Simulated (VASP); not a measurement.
A run of VASP 6.6.1:

Contents of INCAR:

```
SYSTEM = Al2Zn
PREC = Accurate
ENCUT = 520
EDIFF = 1E-7
ISMEAR = 0
SIGMA = 0.15
LREAL = .FALSE.
LASPH = .TRUE.
NELM = 80
ALGO = Fast
ISIF = 2
LWAVE = .FALSE.
LCHARG = .FALSE.
GGA = PS
NBANDS = 16
```

File KPOINTS:

```
regular mesh
0
G
  18 18 6
  0 0 0
```

The input POSCAR:

```
Al2Zn
1.0
    2.6916269272      0.0000000000      0.0000000000
   -1.3458134636      2.3310172965      0.0000000000
    0.0000000000      0.0000000000      6.6596231205
Al Zn
2 1
Direct
    0.3333333333      0.6666666667      0.3290843613
    0.6666666667      0.3333333333      0.6709156387
    0.0000000000      0.0000000000      0.0000000000
```

Potentials or basis: VASP PAW PBE potentials, release 64 (Al, Zn).

Command:

```bash
$ cat potpaw_PBE.64/Al/POTCAR potpaw_PBE.64/Zn/POTCAR > POTCAR
$ mpirun -np 1 vasp_std > vasp.out
```

Hardware: 1 thread of Intel Xeon 6975P-C, on a shared host.

Question: Estimate the wall time of this run.

Answer: It took 110 s on 1 thread of Intel Xeon 6975P-C, on a shared host, peak memory 0.25 GiB. Counts: scf iterations 17, k points 202.
